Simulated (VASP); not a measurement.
# LiNb3 (P4/mmm) in VASP: single point with PBE

Aim: the single point of LiNb3 with PBE.

Everything below comes from runs of VASP 6.6.1. Logs are shortened: lines on timing, memory, paths and dates and some standing lists are left out, and cuts for length are marked.

## 1. The cell of the first run

The structure is tetragonal, space group P4/mmm (No. 123). The conventional cell has a = 4.504 Å, b = 4.504 Å, c = 3.380 Å, α = 90.00°, β = 90.00°, γ = 90.00°. Li (site symmetry 4/mmm) has 12 Nb at 2.82 to 3.18 Å and 2 Li at 3.38 Å within 3.7 Å. Within 3.7 Å of Nb (site symmetry mmm) lie 4 Li at 2.82 Å and 10 Nb at 2.82 to 3.38 Å. Nb (site symmetry 4/mmm) has 10 Nb at 2.82 to 3.38 Å and 4 Li at 3.18 Å within 3.7 Å.

## 2. Single point, PBE

INCAR reads:

```
PREC = Accurate
ENCUT = 520
EDIFF = 1E-7
ISMEAR = 0
SIGMA = 0.1
LREAL = False
LASPH = True
NELM = 80
ALGO = Normal
ISIF = 2
LWAVE = False
LCHARG = False
GGA = PE
NBANDS = 29
```

KPOINTS reads:

```
regular mesh
0
Gamma
  4 4 4
```

POSCAR reads:

```
LiNb3
1.0
    4.5040341979      0.0000000000      0.0000000000
    0.0000000000      4.5040341979      0.0000000000
    0.0000000000      0.0000000000      3.3796829350
Li Nb
1 3
Direct
    0.0000000000      0.0000000000      0.0000000000
    0.0000000000      0.5000000000      0.5000000000
    0.5000000000      0.0000000000      0.5000000000
    0.5000000000      0.5000000000      0.0000000000
```

Potentials or basis: VASP PAW PBE potentials, release 64 (Li_sv, Nb_sv).

Run with:

```sh
> cat potpaw_PBE.64/Li_sv/POTCAR potpaw_PBE.64/Nb_sv/POTCAR > POTCAR
> mpirun -np 1 vasp_std > vasp.out
```

OUTCAR:

```text
PREC = Accurate
   ENCUT = 520
   EDIFF = 1E-7
   ISMEAR = 0
   LREAL = False
   LASPH = True
   NELM = 80
   ISIF = 2
   GGA = PE

 ion  position               nearest neighbor table
   1  0.000  0.000  0.000-   2 2.82   3 2.82   2 2.82   3 2.82   2 2.82   2 2.82   3 2.82   3 2.82

   2  0.000  0.500  0.500-   1 2.82   4 2.82   1 2.82   4 2.82   1 2.82   1 2.82   4 2.82   4 2.82

   3  0.500  0.000  0.500-   1 2.82   4 2.82   1 2.82   4 2.82   4 2.82   4 2.82   1 2.82   1 2.82

   4  0.500  0.500  0.000-   2 2.82   3 2.82   2 2.82   3 2.82   3 2.82   3 2.82   2 2.82   2 2.82

  LATTYP: Found a simple tetragonal cell.
 ALAT       =     4.5040341979
 C/A-ratio  =     0.7503679560

  Lattice vectors:

 A1 = (   4.5040341979,   0.0000000000,   0.0000000000)
 A2 = (   0.0000000000,   4.5040341979,   0.0000000000)
 A3 = (   0.0000000000,   0.0000000000,   3.3796829350)

Analysis of symmetry for initial positions (statically):
=====================================================================
 Subroutine PRICEL returns:
 Original cell was already a primitive cell.

 Routine SETGRP: Setting up the symmetry group for a
 simple tetragonal supercell.

 Subroutine GETGRP returns: Found 16 space group operations
 (whereof 16 operations were pure point group operations)
 out of a pool of 16 trial point group operations.

The static configuration has the point symmetry D_4h.

Analysis of symmetry for dynamics (positions and initial velocities):
=====================================================================
 Subroutine PRICEL returns:
 Original cell was already a primitive cell.

 Routine SETGRP: Setting up the symmetry group for a
 simple tetragonal supercell.

 Subroutine GETGRP returns: Found 16 space group operations
 (whereof 16 operations were pure point group operations)
 out of a pool of 16 trial point group operations.

The dynamic configuration has the point symmetry D_4h.

 Subroutine INISYM returns: Found 16 space group operations
 (whereof 16 operations are pure point group operations),
 and found     1 'primitive' translations

----------------------------------------------------------------------------------------

                                     Primitive cell

  volume of cell :      68.5613

  direct lattice vectors                    reciprocal lattice vectors
     4.504034198  0.000000000  0.000000000     0.222023181  0.000000000  0.000000000
     0.000000000  4.504034198  0.000000000     0.000000000  0.222023181  0.000000000
     0.000000000  0.000000000  3.379682935     0.000000000  0.000000000  0.295885744

  length of vectors
     4.504034198  4.504034198  3.379682935     0.222023181  0.222023181  0.295885744

  position of ions in fractional coordinates (direct lattice)
     0.000000000  0.000000000  0.000000000
     0.000000000  0.500000000  0.500000000
     0.500000000  0.000000000  0.500000000
     0.500000000  0.500000000  0.000000000

  ion indices of the primitive-cell ions
   primitive index   ion index
                 1           1
                 2           2
                 3           3
                 4           4

----------------------------------------------------------------------------------------

 KPOINTS: regular mesh

Automatic generation of k-mesh.
 Grid dimensions read from file:
 generate k-points for:    4    4    4

 Generating k-lattice:

  Cartesian coordinates                     Fractional coordinates (reciprocal lattice)
     0.055505795  0.000000000  0.000000000     0.250000000  0.000000000  0.000000000
     0.000000000  0.055505795  0.000000000     0.000000000  0.250000000  0.000000000
     0.000000000  0.000000000  0.073971436     0.000000000  0.000000000  0.250000000

  Length of vectors
     0.055505795  0.055505795  0.073971436

  Shift w.r.t. Gamma in fractional coordinates (k-lattice)
     0.000000000  0.000000000  0.000000000

 Subroutine IBZKPT returns following result:
 ===========================================

 Found     18 irreducible k-points:

 Following reciprocal coordinates:
            Coordinates               Weight
  0.000000  0.000000  0.000000      1.000000
  0.250000  0.000000  0.000000      4.000000
  0.500000  0.000000  0.000000      2.000000
  0.250000  0.250000  0.000000      4.000000
  0.500000  0.250000  0.000000      4.000000
  0.500000  0.500000  0.000000      1.000000
[... 10 lines left out ...]
  0.500000  0.250000  0.500000      4.000000
  0.500000  0.500000  0.500000      1.000000
   k-points           NKPTS =     18   k-points in BZ     NKDIM =     18   number of bands    NBANDS=     29
   number of dos      NEDOS =    301   number of ions     NIONS =      4
   total plane-waves  NPLWV =  36288
   dimension x,y,z NGX =    36 NGY =   36 NGZ =   28
   dimension x,y,z NGXF=    72 NGYF=   72 NGZF=   56
   ions per type =               1   3
   NGX,Y,Z   is equivalent  to a cutoff of  13.29, 13.29, 13.77 a.u.
   NGXF,Y,Z  is equivalent  to a cutoff of  26.58, 26.58, 27.55 a.u.
 SYSTEM =  unknown system
   PREC   = accura    normal or accurate (medium, high low for compatibility)
   ISTART =      0    job   : 0-new  1-cont  2-samecut
   ICHARG =      2    charge: 1-file 2-atom 10-const
   ISPIN  =      1    spin polarized calculation?
   LNONCOLLINEAR =      F non collinear calculations
   LSORBIT =      F    spin-orbit coupling
   LASPH  =      T    aspherical Exc in radial PAW
   ENCUT  =  520.0 eV  38.22 Ry    6.18 a.u.   8.37  8.37  6.28*2*pi/ulx,y,z
   NELM   =     80;   NELMIN=  2; NELMDL= -5     # of ELM steps
   EDIFF  = 0.1E-06   stopping-criterion for ELM
   LREAL  =      F    real-space projection
   EDIFFG = 0.1E-05   stopping-criterion for IOM
   NSW    =      0    number of steps for IOM
   IBRION =     -1    ionic relax: 0-MD 1-quasi-New 2-CG
   NFREE  =      0    steps in history (QN), initial steepest desc. (CG)
   ISIF   =      2    stress and relaxation
   ISYM   =      2    0-nonsym 1-usesym 2-fastsym
   POTIM  = 0.5000    time-step for ionic-motion
   TEBEG  =    0.0;   TEEND  =   0.0 temperature during run
   PSTRESS=    0.0 pullay stress
   NELECT =      42.0000    total number of electrons
   NUPDOWN=      -1.0000    fix difference up-down
   EMIN   =  10.00;   EMAX   =-10.00  energy-range for DOS
   EFERMI =   0.00;   METHOD = LEGACY
   ISMEAR =     0;   SIGMA  =   0.10  broadening in eV -4-tet -1-fermi 0-gaus
   EFERMI_NEDOS =   21; number of points for ismear=-14 and -15
   IALGO  =     38    algorithm
   IMIX   =      4    mixing-type and parameters
     AMIX     =   0.40;   BMIX     =  1.00
     AMIX_MAG =   1.60;   BMIX_MAG =  1.00
  volume/ion in A,a.u.               =      17.14       115.67
  Fermi-wavevector in a.u.,A,eV,Ry     =   1.390374  2.627425 26.301946  1.933139
  Thomas-Fermi vector in A             =   2.514315
   LORBIT       =      0    0 simple, 1 ext, 2 COOP (PROOUT), +10 PAW based schemes
   GGA     = PE    functional components
   LHFCALC =     F    Hartree Fock is set to
   AEXX    =    0.0000 exact exchange contribution
   IVDW    =     0    specifies the selected vdW correction
   LEPSILON=     F    determine dielectric tensor
   LRPA    =     F    only Hartree local field effects (RPA)
 non-spin polarized calculation
 Gauss-broadening in eV      SIGMA  =   0.10
  energy-cutoff  :      520.00
  volume of cell :       68.56
 maximum number of plane-waves:      1881
 NGX is ok and might be reduce to    36
   NGX = 17   NGY = 17   NGZ = 13

 number of electron      42.0000007 magnetization

 Free energy of the ion-electron system (eV)
  ---------------------------------------------------
  ext. energy  EPLUGINS =         0.00000000
  ---------------------------------------------------
  free energy    TOTEN  =       -31.41335674 eV

  energy without entropy =      -31.39261335  energy(sigma->0) =      -31.40298504

 E-fermi :   9.0427     XC(G=0): -11.6009

 val. band max:        9.0331833013   @ k =   0.5000   0.2500   0.5000
 cond. band min:       9.0466275352   @ k =   0.2500   0.0000   0.2500
 fundamental gap:      0.0134442339
 Fermi energy:         9.0426670198

 k-point     1 :       0.0000    0.0000    0.0000
  band No.  band energies     occupation
      1     -45.5430      2.00000
      2     -45.4296      2.00000
      3     -44.9351      2.00000
      4     -35.3933      2.00000
      5     -22.0310      2.00000
      6     -22.0310      2.00000
[... 21 lines left out ...]
     28      13.2600      0.00000
     29      13.6948      0.00000

 k-point     2 :       0.2500    0.0000    0.0000
  band No.  band energies     occupation
      1     -45.5221      2.00000
      2     -45.4392      2.00000
      3     -44.9478      2.00000
      4     -35.3936      2.00000
      5     -21.9929      2.00000
      6     -21.8765      2.00000
[... 21 lines left out ...]
     28      12.8117      0.00000
     29      13.3692      0.00000

 k-point     3 :       0.5000    0.0000    0.0000
  band No.  band energies     occupation
      1     -45.4893      2.00000
      2     -45.4602      2.00000
      3     -44.9608      2.00000
      4     -35.3939      2.00000
      5     -21.9459      2.00000
      6     -21.6364      2.00000
[... 21 lines left out ...]
     28      12.4298      0.00000
     29      12.4626      0.00000

 k-point     4 :       0.2500    0.2500    0.0000
  band No.  band energies     occupation
      1     -45.5037      2.00000
      2     -45.4448      2.00000
      3     -44.9618      2.00000
      4     -35.3939      2.00000
      5     -21.9087      2.00000
      6     -21.7727      2.00000
[... 405 lines left out ...]
     28      13.2365      0.00000
     29      13.2428      0.00000

 k-point    17 :       0.5000    0.2500    0.5000
  band No.  band energies     occupation
      1     -45.4456      2.00000
      2     -45.4454      2.00000
      3     -44.9768      2.00000
      4     -35.3915      2.00000
      5     -22.1053      2.00000
      6     -21.9344      2.00000
[... 21 lines left out ...]
     28      12.7417      0.00000
     29      12.9013      0.00000

 k-point    18 :       0.5000    0.5000    0.5000
  band No.  band energies     occupation
      1     -45.4453      2.00000
      2     -45.4453      2.00000
      3     -44.9765      2.00000
      4     -35.3913      2.00000
      5     -22.2348      2.00000
      6     -21.9348      2.00000
[... 21 lines left out ...]
     28      12.6658      0.00000
     29      12.7911      0.00000

------------------------ aborting loop because EDIFF is reached ----------------------------------------

  FORCE on cell =-STRESS in cart. coord.  units (eV):
  Direction    XX          YY          ZZ          XY          YZ          ZX
  --------------------------------------------------------------------------------------
  -------------------------------------------------------------------------------------
  Total       -0.2689902     -0.2689902     -0.0967030      0.0000000      0.0000000      0.0000000
  in kB       -6.2859034     -6.2859034     -2.2598072      0.0000000      0.0000000      0.0000000
  external PRESSURE =      -4.9438713 kB  Pullay stress =       0.0000000 kB

 VOLUME and BASIS-vectors are now :
 -----------------------------------------------------------------------------
  energy-cutoff  :      520.00
  volume of cell :       68.56
      direct lattice vectors                 reciprocal lattice vectors
     4.504034198  0.000000000  0.000000000     0.222023181  0.000000000  0.000000000
     0.000000000  4.504034198  0.000000000     0.000000000  0.222023181  0.000000000
     0.000000000  0.000000000  3.379682935     0.000000000  0.000000000  0.295885744

 POSITION                                       TOTAL-FORCE (eV/Angst)
 -----------------------------------------------------------------------------------
      0.00000      0.00000      0.00000         0.000000      0.000000      0.000000
      0.00000      2.25202      1.68984         0.000000      0.000000      0.000000
      2.25202      0.00000      1.68984         0.000000      0.000000      0.000000
      2.25202      2.25202      0.00000         0.000000      0.000000      0.000000
 -----------------------------------------------------------------------------------
    total drift:                                0.000000      0.000000      0.000000

  FREE ENERGIE OF THE ION-ELECTRON SYSTEM (eV)
  ---------------------------------------------------
  free  energy   TOTEN  =       -31.4133567362 eV

  energy  without entropy=      -31.3926133516  energy(sigma->0) =      -31.40298504
```

It took 64 s on 1 thread of AMD EPYC 7R43 (Zen 3), shared host; peak memory 0.16 GiB.

Results:

```yaml
Free_energy: -31.4134 eV
Band_gap_on_the_k_mesh: zero (bands 21 and 22 overlap by 2.19 eV)
```

Levels at points of the mesh, in eV from the Fermi level:
```
           k point  band 19  band 20  band 21  band 22  band 23  band 24
(0.00, 0.00, 0.00)    -1.44    -1.44     1.92     1.92     2.11     2.19
(0.50, 0.00, 0.00)    -0.81    -0.14    -0.04     0.40     0.75     1.32
(0.50, 0.50, 0.00)    -1.01     0.26     0.61     0.90     0.97     0.97
(0.00, 0.00, 0.50)    -1.27    -0.08    -0.08     0.13     0.93     1.15
(0.50, 0.00, 0.50)    -1.10    -0.72    -0.52    -0.03     0.35     1.35
(0.50, 0.50, 0.50)     0.40     0.40     1.02     1.57     1.57     1.67
```

Caveat: the k points lie up to 0.46 Å⁻¹ apart, too coarse for converged energies and pressures of a metal; the cutoff is under 1.25 times the usual one of these potentials, so pressure, stress and relaxed cells hold a basis-set (Pulay) error.
